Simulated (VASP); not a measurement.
A run of VASP 6.6.1 is set up as follows.

POSCAR

```
Li
1.0
   -1.7546500000      1.7546500000      1.7546500000
    1.7546500000     -1.7546500000      1.7546500000
    1.7546500000      1.7546500000     -1.7546500000
Li
1
Direct
    0.0000000000      0.0000000000      0.0000000000
```

Contents of INCAR.step1:

```
SYSTEM = Li
  PREC = Accurate
  ENCUT = 520
  ISMEAR = -1
  SIGMA = 0.05
  LREAL = .False.
  LASPH = .True.
  NELM = 60
  NBANDS = 8
  GGA = PE
  ALGO = Normal
  EDIFF = 1E-4
  LWAVE = .True.
  LCHARG = .False.
```

INCAR.step2

```
SYSTEM = Li
  PREC = Accurate
  ENCUT = 520
  EDIFF = 1E-6
  ISMEAR = -1
  SIGMA = 0.05
  LREAL = .False.
  LASPH = .True.
  NELM = 60
  ALGO = Normal
  ISIF = 2
  LWAVE = .False.
  LCHARG = .False.
  METAGGA = R2SCAN
  LMIXTAU = .True.
  IVDW = 12
  VDW_S6 = 1.0
  VDW_S8 = 0.78981345
  VDW_A1 = 0.49484001
  VDW_A2 = 5.73083694
  NBANDS = 8
  ISTART = 1
```

The input KPOINTS:

```
Automatic mesh
0
Gamma
  11 11 11
  0 0 0
```

Potentials or basis: VASP PAW PBE potentials, release 64 (Li_sv).

Launch:

```console
$ cat potpaw_PBE.64/Li_sv/POTCAR > POTCAR
$ cp INCAR.step1 INCAR
$ mpirun -np 1 vasp_std > vasp.out
$ cp INCAR.step2 INCAR
$ mpirun -np 1 vasp_std > vasp.out
```

(1) What does it give for the dispersion energy per atom?

## Answers

(1) -0.075 eV.
